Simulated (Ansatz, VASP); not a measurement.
**Two plane-wave programs on Gd**

Contents of INCAR:

```
SYSTEM = Gd
PREC = Accurate
ENCUT = 520
EDIFF = 1E-6
ISMEAR = -1
SIGMA = 0.15
LREAL = .FALSE.
LASPH = .TRUE.
NELM = 150
ALGO = Normal
ISIF = 2
LWAVE = .FALSE.
LCHARG = .TRUE.
ISPIN = 2
MAGMOM = 7
LORBIT = 11
LMAXMIX = 6
GGA = CA
LELF = .TRUE.
LVHAR = .TRUE.
NBANDS = 19
```

The input KPOINTS:

```
Automatic mesh
0
G
  9 9 9
  0 0 0
```

POSCAR

```
Gd
1.0
   -2.0250000000      2.0250000000      2.0250000000
    2.0250000000     -2.0250000000      2.0250000000
    2.0250000000      2.0250000000     -2.0250000000
Gd
1
Direct
    0.0000000000      0.0000000000      0.0000000000
```

Input for Ansatz:

```yaml
crystal:
  lattice:
    - [-2.025, 2.025, 2.025]
    - [2.025, -2.025, 2.025]
    - [2.025, 2.025, -2.025]
  atoms:
    - { symbol: Gd, position: [0.0, 0.0, 0.0] }
kpoints:
  mp_grid:
    grid: [9, 9, 9]
hamiltonian:
  xc: lda
magnetization:
  spin_polarized: true
  per_species:
    Gd: 7.0
scf:
  occupations:
    method: fermi_dirac
    width: 0.15
checkpoint:
  write: gd.run
```

Alike in both runs: task single point; functional LDA; k mesh 9 × 9 × 9; occupations fermi-dirac, width 0.15 eV; collinear spin.

|  | VASP | Ansatz |
| --- | --- | --- |
| version | VASP 6.6.1 | Ansatz 0.2.0 |
| potentials or method | VASP PAW PBE potentials, release 64 (Gd) | plane waves, PAW |
| plane-wave cutoff (eV) | 520 | 420 |
| valence electrons in the cell | 18 | 18 |

Ansatz gave:

| Item | Value |
| --- | --- |
| net moment per atom (μB) | 7.44 |
| size of the moment on the site where the two differ most (μB) | 7.20 |

Question: Estimate VASP's values.

Answer: net moment per atom (μB): 7.34; size of the moment on the site where the two differ most (μB): 6.85.

The net moments are unlike, so the other rows may belong to different states. VASP's potentials were made for PBE, not for LDA. LDA's correlation is that of Perdew and Zunger in VASP and of Perdew and Wang (1992) in Ansatz. Site moments also hang on the region over which each program counts them.

Neither program's run includes spin-orbit coupling.
